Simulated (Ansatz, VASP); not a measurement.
# One calculation of Cu, two programs

The input POSCAR:

```
Cu
1.0
    0.0000000000      1.8194705475      1.8194705475
    1.8194705475      0.0000000000      1.8194705475
    1.8194705475      1.8194705475      0.0000000000
Cu
1
Direct
    0.0000000000      0.0000000000      0.0000000000
```

INCAR.step1

```
SYSTEM = Cu
PREC = Accurate
ENCUT = 900
ISMEAR = -1
SIGMA = 0.05
LREAL = .FALSE.
LASPH = .TRUE.
NELM = 120
NBANDS = 16
GGA = PE
ALGO = Normal
EDIFF = 1E-5
LWAVE = .TRUE.
LCHARG = .FALSE.
GGA_COMPAT = .FALSE.
```

File INCAR.step2:

```
SYSTEM = Cu
PREC = Accurate
ENCUT = 900
EDIFF = 1E-6
ISMEAR = -1
SIGMA = 0.05
LREAL = .FALSE.
LASPH = .TRUE.
NELM = 120
ALGO = Normal
ISIF = 2
LWAVE = .FALSE.
LCHARG = .FALSE.
METAGGA = R2SCAN
LMIXTAU = .TRUE.
LUSE_VDW = .TRUE.
IVDW_NL = 2
BPARAM = 11.95
CPARAM = 0.0093
NBANDS = 16
ISTART = 1
GGA_COMPAT = .FALSE.
```

Contents of KPOINTS:

```
Automatic mesh
0
G
  13 13 13
  0 0 0
```

File input.yaml:

```yaml
crystal:
  lattice:
    - [0.0, 1.8194705475, 1.8194705475]
    - [1.8194705475, 0.0, 1.8194705475]
    - [1.8194705475, 1.8194705475, 0.0]
  atoms:
    - { symbol: Cu, position: [0.0, 0.0, 0.0] }
hamiltonian:
  xc: r2scan
  pseudopotentials: { kind: paw }
  dispersion: rvv10
kpoints:
  mp_grid: { grid: [13, 13, 13] }
scf:
  occupations: { method: fermi_dirac, width: 0.05 }
output:
  forces: true
  stress: true
  eigenvalues: true
  write_density: true
  write_potential: true
  elf: true
  volumetric_format: npy
```

Alike in both runs: task single point; functional r2SCAN; dispersion rVV10; k mesh 13 × 13 × 13; occupations fermi-dirac, width 0.05 eV; no spin polarisation.

|  | VASP | Ansatz |
| --- | --- | --- |
| version | VASP 6.6.1 | Ansatz 0.2.0 |
| potentials or method | VASP PAW PBE potentials, release 64 (Cu_sv_GW) | Ansatz PAW |
| plane-wave cutoff (eV) | 900 | 500 |
| valence electrons in the cell | 19 | 19 |

```tsv
	VASP	Ansatz	Ansatz less VASP
gap on the k mesh at the Fermi level (eV)	none	none	-
pressure (GPa)	-9.4	-9.5	-0.10
```

VASP's potentials were made for PBE, not for r2SCAN. A gap of «none» marks a metal or a gap that the smearing closes.
